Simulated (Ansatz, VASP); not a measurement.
**One calculation of Cd2Se3, two programs**

```
Cd Se
1.0
     5.23539    0.00000    0.00000
     0.00000    5.23539    0.00000
     0.00000    0.00000    5.23539
Cd Se
2 3
Direct
  0.00000 0.00000 0.00000
  0.50000 0.50000 0.50000
  0.00000 0.50000 0.50000
  0.50000 0.00000 0.50000
  0.50000 0.50000 0.00000
```

Alike in both runs: functional PBE; k mesh 8 × 8 × 8; occupations gaussian, width 0.1 eV; no spin polarisation.

Ansatz relaxed the structure, and its values are those at the end. VASP's run is a single point on that final structure, the one shown.

|  | VASP | Ansatz |
| --- | --- | --- |
| version | VASP 6.6.1 | Ansatz 0.2.0 |
| potentials or method | VASP PAW PBE potentials, release 64 (Cd, Se), cutoff 520 eV | scalar-relativistic, plane waves, PAW |
| valence electrons in the cell | 42 | 88 |

VASP gave:

```
gap on the k mesh at the Fermi level (eV) : none
pressure (GPa)                            : 0.3
```

Question: What did Ansatz give for the same quantities?

Answer: gap on the k mesh at the Fermi level (eV): none; pressure (GPa): 0.0.

A gap of «none» marks a metal or a gap that the smearing closes. VASP's potentials hold 42 valence electrons a cell and Ansatz's 88, so a difference there can come from the potentials and not from the codes.
